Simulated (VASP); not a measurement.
Crystal: Hf2TaO3.

```
Hf Ta O
1.0
     3.22450    0.00000    0.00000
     0.00000    3.22450    0.00000
     0.00000    0.00000    7.16293
Hf Ta O
2 1 3
Direct
  0.50000 0.00000 0.73987
  0.00000 0.50000 0.26013
  0.50000 0.50000 0.00000
  0.50000 0.00000 0.38354
  0.00000 0.50000 0.61646
  0.00000 0.00000 0.00000
```

The cell was generated, and may not be a known phase.

| Property | Result |
| --- | --- |
| Program | VASP 6.6.1 |
| Task | relaxation of cell and atoms |
| Functional | PBE |
| Potentials or basis | VASP PAW PBE potentials, release 64 (Hf_pv, Ta_pv, O) |
| Cutoff | 600 eV |
| k mesh | 6 × 6 × 4 |
| Occupations | gaussian, width 0.1 eV |
| Spin | no spin polarisation |

At the start: pressure 8.5 GPa; volume 12.41 Å³/atom.

Task: How do energy, volume and symmetry change on relaxing?

Result: Over 26 steps the energy falls by 889.1 meV/atom and the volume is 13.13 Å³/atom (+5.8 %); space group P-4m2 (No. 115, to 0.1 Å) before and after.

The path:
```
step  energy change (eV)  largest force (eV/Å)  pressure (GPa)  volume (Å³)
   1              0.0000                8.3863            8.54        74.48
   2             -4.2412                1.1413          -11.61        81.46
   3             -4.4048                0.6715          -13.64        82.70
   4             -4.4053                0.5414          -15.37        85.17
   5             -2.7703                1.3461           50.96        69.73
   6             -4.8021                0.5491           -2.36        79.95
   7             -4.8040                0.5662           -1.51        79.69
   8             -4.8042                0.5732           -1.16        79.58
   9             -4.8571                0.5547           -0.80        79.16
  10             -4.9845                0.6180            0.47        77.92
  11             -4.7971                1.7841            3.26        75.45
  12             -4.9978                0.6436            0.84        77.54
  13             -5.0076                0.6675            1.52        76.79
  14             -5.0359                0.6838            1.26        76.88
  15             -5.0594                1.2371           -0.09        77.15
  16             -5.0669                0.8324            0.54        77.04
  17             -5.1359                0.7560            0.60        77.26
  18             -5.2495                0.7339            1.11        77.86
  19             -5.2503                0.7473            1.22        77.93
  20             -5.2872                0.5263           -0.59        78.71
  21             -5.3082                0.2388           -2.87        79.86
  22             -5.3273                0.2827            0.09        78.88
  23             -5.3273                0.2835            0.24        78.83
  24             -5.3325                0.1616            0.17        78.77
  25             -5.3344                0.0610            0.13        78.70
  26             -5.3346                0.0146           -0.11        78.79
```

Final structure:
```
Hf Ta O
1.0
     3.01193    0.00000    0.00000
     0.00000    3.01193    0.00000
     0.00000    0.00000    8.68496
Hf Ta O
2 1 3
Cartesian
  1.5060 0.0000 5.8139
  0.0000 1.5060 2.8710
  1.5060 1.5060 0.0000
  1.5060 0.0000 3.5389
  0.0000 1.5060 5.1461
  0.0000 0.0000 0.0000
```

Caveat: a cell axis changed by over 15 % at a fixed basis, so the end point is rough; an odd number of electrons without spin polarisation forces a metal; a magnetic or distorted state may lie lower.
